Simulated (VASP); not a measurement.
Write the native input for VASP 6.6.1 that does the following.

* Task: single point
* Functional: PBE
* Potentials or basis: VASP PAW PBE potentials, release 64 (Pd, Pt, Se)
* Cutoff: 520 eV
* k mesh: 2 × 2 × 2
* Occupations: gaussian, width 0.15 eV
* Spin: no spin polarisation
* Dipole correction: no
* Further INCAR settings: ALGO = Normal; EDIFF = 1e-06; NBANDS = 42

The structure of Pd3PtSe4 lies in POSCAR:

```
Pd3PtSe4
1.0
    0.0000000000      5.4416171899      5.4416171899
    5.4416171899      0.0000000000      5.4416171899
    5.4416171899      5.4416171899      0.0000000000
Pd Pt Se
3 1 4
Direct
    0.7500000000      0.7500000000      0.7500000000
    0.0000000000      0.0000000000      0.0000000000
    0.5000000000      0.5000000000      0.5000000000
    0.2500000000      0.2500000000      0.2500000000
    0.8749407439      0.8749407439      0.8749407439
    0.8749407439      0.8749407439      0.3751777682
    0.8749407439      0.3751777682      0.8749407439
    0.3751777682      0.8749407439      0.8749407439
```

The cell was generated, and may not be a known phase.

One way to write it, as run:

INCAR

```
SYSTEM = Pd3PtSe4
ALGO     = Normal         ! electronic algorithm
EDIFF    = 1E-6           ! SCF threshold, eV
ENCUT    = 520            ! plane-wave cutoff, eV
GGA      = PE             ! functional
ISIF     = 2              ! what is computed and relaxed
ISMEAR   = 0              ! smearing method
LASPH    = .True.         ! aspherical terms in the spheres
LCHARG   = .True.         ! write CHGCAR
LELF     = .True.         ! ELF
LREAL    = .False.        ! projectors in reciprocal space
LVHAR    = .True.       
LWAVE    = .False.        ! write WAVECAR
NBANDS   = 42             ! bands
NELM     = 100            ! most SCF steps
PREC     = Accurate       ! precision mode
SIGMA    = 0.15           ! smearing width, eV
```

KPOINTS

```
k-points
0
Gamma
  2 2 2
  0 0 0
```

Potentials or basis: VASP PAW PBE potentials, release 64 (Pd, Pt, Se).

Launch:

```console
$ cat potpaw_PBE.64/Pd/POTCAR potpaw_PBE.64/Pt/POTCAR potpaw_PBE.64/Se/POTCAR > POTCAR
$ mpirun -np 1 vasp_std > vasp.out
```

Results of the run:

The pressure is -0.1 GPa. The band gap on the k mesh is 0.05 eV (least direct gap 0.10 eV).

Caveat: the k points lie up to 0.50 Å⁻¹ apart; spin-orbit coupling is left out, which moves the levels of the heavy elements.

Wall time 2.7 min on 1 thread of Intel(R) Xeon(R) Platinum 8488C (Sapphire Rapids) (shared host), peak memory 0.5 GiB.
